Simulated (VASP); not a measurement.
Mg: relaxation of shape and atoms at fixed volume with r2SCAN

The system is Mg.

```
Mg
1.0
     3.19130    0.00000    0.00000
    -1.59565    2.76375    0.00000
     0.00000    0.00000    5.18762
Mg
2
Direct
  0.33333 0.66667 0.25000
  0.66667 0.33333 0.75000
```

* Program: VASP 6.6.1
* Task: relaxation of shape and atoms at fixed volume
* Functional: r2SCAN
* Potentials or basis: VASP PAW PBE potentials, release 64 (Mg)
* Cutoff: 600 eV
* k mesh: 16 × 16 × 10
* Occupations: gaussian, width 0.05 eV
* Spin: no spin polarisation
* Dipole correction: no
* Further INCAR settings: ALGO = Normal; EDIFF = 1e-07; IBRION = 2; EDIFFG = -0.01; NSW = 60; ISIF = 4

| Item | Value |
| --- | --- |
| Energy gained by relaxing | 0.1 meV/atom |
| Ionic steps | 3 |
| Pressure after relaxing | -0.8 GPa |
| Band gap on the k mesh | zero (bands 2 and 3 overlap by 2.17 eV) |

Stress tensor (GPa, compression positive):
```
-0.73  0.00  0.00
 0.00 -0.73  0.00
 0.00  0.00 -0.82
```

The path:
| step | energy change (eV) | largest force (eV/Å) | pressure (GPa) | volume (Å³) |
| --- | --- | --- | --- | --- |
| 1 | 0.0000 | 0.0000 | -0.75 | 45.75 |
| 2 | -0.0001 | 0.0000 | -0.76 | 45.75 |
| 3 | -0.0002 | 0.0000 | -0.76 | 45.75 |

Final structure:
```xyz
2
Lattice="3.1979 0.0000 0.0000 -1.5990 2.7695 0.0000 0.0000 0.0000 5.1661" Properties=species:S:1:pos:R:3 pbc="T T T"
Mg    0.0000    1.8463    1.2915
Mg    1.5990    0.9232    3.8746
```

Levels at points of the mesh, in eV from the Fermi level:
| k point | band 1 | band 2 | band 3 | band 4 | band 5 |
| --- | --- | --- | --- | --- | --- |
| (0.00, 0.00, 0.00) | -7.43 | -1.91 | -1.17 | 11.65 | 11.65 |
| (0.50, 0.00, 0.00) | -2.41 | -2.25 | 2.81 | 3.11 | 3.60 |
| (0.00, 0.00, 0.50) | -5.93 | -5.93 | 5.46 | 5.46 | 12.41 |
| (0.50, 0.00, 0.50) | -1.28 | -1.28 | -0.42 | -0.42 | 8.52 |

It took 3.3 min on 1 thread of Intel(R) Xeon(R) Platinum 8559C (Emerald Rapids) (shared host), peak memory 0.23 GiB.

Caveat: the PAW data sets were made with another functional, which shifts forces and pressure a little.
